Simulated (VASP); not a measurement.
# Fe4Si (P6/mmm) in VASP: notebook, part 2 of 2

VASP 6.6.1.

## Step 4: Relaxation of cell and atoms, PBE, collinear spin, ferromagnetic start

INCAR

```
SYSTEM = Fe4Si
PREC = Accurate ; ENCUT = 600
EDIFF = 1E-7 ; ISMEAR = 0
SIGMA = 0.1 ; LREAL = .FALSE.
LASPH = .TRUE. ; NELM = 150
ALGO = Normal ; ISIF = 3
LWAVE = .FALSE. ; LCHARG = .FALSE.
ISPIN = 2 ; MAGMOM = 4 4 4 4 0
LORBIT = 11 ; LMAXMIX = 4
GGA = PE ; IBRION = 2
NSW = 90 ; EDIFFG = -0.04
```

KPOINTS

```
Automatic mesh
0
G
  6 6 4
  0 0 0
```

POSCAR

```
Fe4Si
1.0
    4.2215594000      0.0000000000      0.0000000000
   -2.1107797000      3.6559776800      0.0000000000
    0.0000000000      0.0000000000      4.0060174000
Fe Si
4 1
Direct
    0.5000000000      0.0000000000      0.5000000000
    0.0000000000      0.5000000000      0.5000000000
    0.5000000000      0.5000000000      0.5000000000
    0.0000000000      0.0000000000      0.0000000000
    0.0000000000      0.0000000000      0.5000000000
```

Potentials or basis: VASP PAW PBE potentials, release 64 (Fe, Si).

Started as:

```bash
$ cat potpaw_PBE.64/Fe/POTCAR potpaw_PBE.64/Si/POTCAR > POTCAR
$ mpirun -np 1 vasp_std > vasp.out
```

OUTCAR:

```text
SYSTEM = Fe4Si
   PREC = Accurate
   ENCUT = 600
   EDIFF = 1E-7
   ISMEAR = 0
   LREAL = .FALSE.
   LASPH = .TRUE.
   NELM = 150
   ISIF = 3
   ISPIN = 2
   LORBIT = 11
   GGA = PE
   IBRION = 2
   NSW = 90
   EDIFFG = -0.04

 ion  position               nearest neighbor table
   1  0.500  0.000  0.500-   2 2.11   3 2.11   3 2.11   2 2.11   5 2.11   5 2.11   4 2.91   4 2.91
                             4 2.91   4 2.91
   2  0.000  0.500  0.500-   1 2.11   5 2.11   5 2.11   1 2.11   3 2.11   3 2.11   4 2.91   4 2.91
                             4 2.91   4 2.91
   3  0.500  0.500  0.500-   1 2.11   5 2.11   1 2.11   5 2.11   2 2.11   2 2.11   4 2.91   4 2.91
                             4 2.91   4 2.91
   4  0.000  0.000  0.000-   5 2.00   5 2.00   2 2.91   2 2.91   3 2.91   3 2.91   2 2.91   2 2.91
                             3 2.91   3 2.91   1 2.91   1 2.91   1 2.91   1 2.91
   5  0.000  0.000  0.500-   4 2.00   4 2.00   2 2.11   3 2.11   2 2.11   3 2.11   1 2.11   1 2.11

[... 1808 lines left out ...]

 E-fermi :   3.7146     XC(G=0): -10.6651

 val. band max:        3.7139253299   @ k =   0.3333   0.1667   0.2500
 cond. band min:       3.7178876497   @ k =   0.3333   0.0000   0.0000
 fundamental gap:      0.0039623198
 Fermi energy:         3.7145994664

 spin component 1

 k-point     1 :       0.0000    0.0000    0.0000
  band No.  band energies     occupation
      1      -6.4308      1.00000
      2      -1.4498      1.00000
      3      -0.2691      1.00000
      4      -0.2691      1.00000
      5       0.2001      1.00000
      6       0.2965      1.00000
[... 1410 lines left out ...]
  FREE ENERGIE OF THE ION-ELECTRON SYSTEM (eV)
  ---------------------------------------------------
  free  energy   TOTEN  =       -33.7263418014 eV

  energy  without entropy=      -33.6849659170  energy(sigma->0) =      -33.70565386

 reached required accuracy - stopping structural energy minimisation

 total charge

# of ion       s       p       d       tot
------------------------------------------
    1        0.457   0.443   6.286   7.186
    2        0.457   0.443   6.286   7.186
    3        0.457   0.443   6.286   7.186
    4        0.359   0.353   6.439   7.152
    5        0.783   1.036   0.000   1.819
--------------------------------------------------
tot          2.512   2.719  25.297  30.528

 magnetization (x)

# of ion       s       p       d       tot
------------------------------------------
    1        0.009  -0.000   2.369   2.377
    2        0.009  -0.000   2.369   2.377
    3        0.009  -0.000   2.369   2.377
    4       -0.018  -0.037   0.141   0.085
    5       -0.008  -0.074   0.000  -0.082
--------------------------------------------------
tot          0.001  -0.112   7.247   7.135
```

OSZICAR:

```text
N       E                     dE             d eps       ncg     rms          rms(c)
DAV:   1     0.304398295381E+03    0.30440E+03   -0.17803E+04  2560   0.168E+03
DAV:   2    -0.119120125203E+02   -0.31631E+03   -0.29735E+03  2520   0.335E+02
[... 168 lines left out ...]
DAV:   4    -0.337279282190E+02   -0.29767E-02   -0.16600E-02  2712   0.891E-01    0.698E-01
DAV:   5    -0.337271539010E+02    0.77432E-03   -0.64062E-04  3400   0.234E-01    0.487E-01
DAV:   6    -0.337263710779E+02    0.78282E-03   -0.92027E-04  3748   0.244E-01    0.979E-02
DAV:   7    -0.337263451170E+02    0.25961E-04   -0.13198E-04  3480   0.827E-02    0.376E-02
DAV:   8    -0.337263424269E+02    0.26901E-05   -0.16258E-05  3002   0.411E-02    0.132E-02
DAV:   9    -0.337263417994E+02    0.62750E-06   -0.21106E-06  3164   0.128E-02    0.577E-03
DAV:  10    -0.337263418014E+02   -0.19691E-08   -0.45701E-07  2398   0.758E-03
   6 F= -.33726342E+02 E0= -.33705654E+02  d E =-.225809E-03  mag=     7.0698
```

CONTCAR:

```text
Fe4Si
   1.00000000000000
     4.7300251995175264    0.0000000000000000    0.0000000000000000
    -2.3650125997587632    4.0963219778968156   -0.0000000000000000
    -0.0000000000000000    0.0000000000000000    4.2149554592364078
  Fe              Si
     4     1
Direct
     0.5000000000000000    0.0000000000000000    0.5000000000000000
     1.0000000000000000    0.5000000000000000    0.5000000000000000
     0.5000000000000000    0.5000000000000000    0.5000000000000000
     0.0000000000000000    0.0000000000000000    0.0000000000000000
     0.0000000000000000    0.0000000000000000    0.5000000000000000

  0.00000000E+00  0.00000000E+00  0.00000000E+00
  0.00000000E+00  0.00000000E+00  0.00000000E+00
  0.00000000E+00  0.00000000E+00  0.00000000E+00
  0.00000000E+00  0.00000000E+00  0.00000000E+00
  0.00000000E+00  0.00000000E+00  0.00000000E+00
```

It took 16 min on 1 thread of Intel Xeon Platinum 8259CL at 2.50GHz (Skylake/Cascade Lake), shared host; peak memory 0.27 GiB.

What came out:

```yaml
Free_energy: -33.7263 eV
Relaxed_volume: 16.33 Å³/atom
Relaxed_cell: a = 4.730 Å, b = 4.730 Å, c = 4.215 Å, α = 90.00°, β = 90.00°, γ = 120.00°
Space_group_after_relaxing_to_0.1_Å: P6/mmm (No. 191)
Energy_gained_by_relaxing: 604.4 meV/atom
Ionic_steps: 6
Pressure_after_relaxing: 0.2 GPa
Net_moment: 7.07 μB per cell
Site_moments: Fe +2.38, +0.09 (each value once); Si -0.08 μB
Valence_electrons_inside_the_program's_atomic_spheres: Fe 7.19, 7.15 (each value once); Si 1.82
```

Step by step:
| step | energy change (eV) | largest force (eV/Å) | pressure (GPa) | volume (Å³) |
| --- | --- | --- | --- | --- |
| 1 | 0.0000 | 0.0000 | 54.01 | 61.83 |
| 2 | -1.4181 | 0.0000 | -13.81 | 106.59 |
| 3 | -3.0176 | 0.0000 | -1.15 | 82.70 |
| 4 | -3.0215 | 0.0000 | -0.29 | 82.02 |
| 5 | -3.0218 | 0.0000 | 0.28 | 81.58 |
| 6 | -3.0220 | 0.0000 | 0.23 | 81.67 |

Final structure:
```cif
data_structure
_symmetry_space_group_name_H-M 'P 1'
_symmetry_Int_Tables_number 1
_cell_length_a 4.7300
_cell_length_b 4.7300
_cell_length_c 4.2150
_cell_angle_alpha 90.000
_cell_angle_beta 90.000
_cell_angle_gamma 120.000
_cell_volume 81.67
loop_
_atom_site_label
_atom_site_type_symbol
_atom_site_fract_x
_atom_site_fract_y
_atom_site_fract_z
_atom_site_occupancy
Fe1 Fe 0.50000 0.00000 0.50000 1
Fe2 Fe 0.00000 0.50000 0.50000 1
Fe3 Fe 0.50000 0.50000 0.50000 1
Fe4 Fe 0.00000 0.00000 0.00000 1
Si1 Si 0.00000 0.00000 0.50000 1
```

Levels at points of the mesh, in eV from the Fermi level:
Spin up:
```csv
k point,band 19,band 20,band 21,band 22,band 23,band 24,band 25,band 26
"(0.00, 0.00, 0.00)",-1.06,-0.60,-0.60,0.07,0.07,0.42,2.21,3.74
"(0.50, 0.00, 0.00)",-1.05,-0.70,-0.41,-0.10,1.21,1.28,1.36,4.84
"(0.00, 0.00, 0.50)",-1.01,-0.30,-0.30,0.42,1.29,1.29,2.86,3.02
"(0.50, 0.00, 0.50)",-0.42,-0.38,0.03,0.17,0.35,0.58,0.65,2.50
```
Spin down:
```
           k point  band 12  band 13  band 14  band 15  band 16  band 17
(0.00, 0.00, 0.00)    -0.98    -0.52    -0.52     0.45     0.45     0.77
(0.50, 0.00, 0.00)    -0.78    -0.63    -0.43    -0.05    -0.01     0.29
(0.00, 0.00, 0.50)    -0.38    -0.38    -0.06     0.80     0.80     1.18
(0.50, 0.00, 0.50)    -0.70    -0.51    -0.20     0.01     0.10     0.52
```

Caveat: the k points lie up to 0.37 Å⁻¹ apart in the final cell; the volume moved by over 15 % at a fixed basis, so the end points are rough.

## Step 5: Overview

```csv
task,cell,cutoff (eV),gap on the mesh (eV),pressure (GPa),moment (μB)
single point,"a = 4.222, b = 4.222, c = 4.006 Å, angles 90.0, 90.0, 120.0°, 5 atoms",520,none,60.9,6.65
single point,"a = 4.764, b = 4.764, c = 4.446 Å, angles 90.0, 90.0, 120.0°, 5 atoms",520,none,-0.2,10.15
relaxation of cell and atoms,"relaxed from a = 4.222, b = 4.222, c = 4.006 Å, angles 90.0, 90.0, 120.0°, 5 atoms",600,none,0.2,7.07
```

Alike in all rows: level PBE; potentials or basis VASP PAW PBE potentials, release 64 (Fe, Si); spin collinear, ferromagnetic start; k mesh 6 × 6 × 4; smearing gaussian 0.1 eV.

Caveats: some runs use coarse meshes; the volume moved by over 15 % at a fixed basis, so the end points are rough (at least some runs).

Absolute energies hang on the potentials; compare differences alone.
